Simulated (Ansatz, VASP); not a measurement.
# Au: VASP beside Ansatz

Contents of INCAR:

```
PREC = Accurate
ENCUT = 520
EDIFF = 1E-6
ISMEAR = -1
SIGMA = 0.05
LREAL = F
LASPH = T
NELM = 150
ALGO = Normal
ISIF = 2
LWAVE = F
LCHARG = T
MAGMOM = 0 0 0
LORBIT = 11
LSORBIT = T
GGA_COMPAT = F
LORBMOM = T
LMAXMIX = 4
GGA = PS
LVHAR = T
NBANDS = 22
```

Contents of KPOINTS:

```
regular mesh
0
Gamma
  11 11 11
```

File POSCAR:

```
Au
1.0
    0.0000000000      2.0350000000      2.0350000000
    2.0350000000      0.0000000000      2.0350000000
    2.0350000000      2.0350000000      0.0000000000
Au
1
Direct
    0.0000000000      0.0000000000      0.0000000000
```

Contents of input.yaml:

```yaml
crystal:
  lattice:
    - [0.0, 2.035, 2.035]
    - [2.035, 0.0, 2.035]
    - [2.035, 2.035, 0.0]
  atoms:
    - { symbol: Au, position: [0.0, 0.0, 0.0] }
hamiltonian:
  xc: pbesol
  pseudopotentials: { kind: paw_fr }
magnetization:
  noncollinear: true
  spin_orbit: true
kpoints:
  mp_grid: { grid: [11, 11, 11] }
  band_path:
    path:
      - [[0.0, 0.0, 0.0], [0.5, 0.0, 0.5], [0.5, 0.25, 0.75], [0.375, 0.375, 0.75], [0.0, 0.0, 0.0], [0.5, 0.5, 0.5], [0.625, 0.25, 0.625], [0.5, 0.25, 0.75], [0.5, 0.5, 0.5], [0.375, 0.375, 0.75]]
      - [[0.625, 0.25, 0.625], [0.5, 0.0, 0.5]]
    npoints: 14
scf:
  occupations: { method: fermi_dirac, width: 0.05 }
  n_extra_bands: 6
output:
  forces: true
  stress: true
  eigenvalues: true
  fatbands: false
```

Alike in both runs: functional PBEsol; k mesh 11 × 11 × 11; occupations fermi-dirac, width 0.05 eV; non-collinear spin, spin-orbit coupling.

|  | VASP | Ansatz |
| --- | --- | --- |
| version | VASP 6.6.1 | Ansatz 0.2.0 |
| potentials or method | VASP PAW PBE potentials, release 64 (Au) | Ansatz PAW |
| plane-wave cutoff (eV) | 520 | 420 |
| valence electrons in the cell | 11 | 19 |
| task | single point | band structure |

```tsv
	VASP	Ansatz	Ansatz less VASP
pressure (GPa)	0.2	0.2	-0.03
net moment per atom (μB)	0.00	0.00	0.000
```

VASP's potentials were made for PBE, not for PBEsol. VASP's potentials hold 11 valence electrons a cell and Ansatz's 19, so a difference there can come from the potentials and not from the codes.
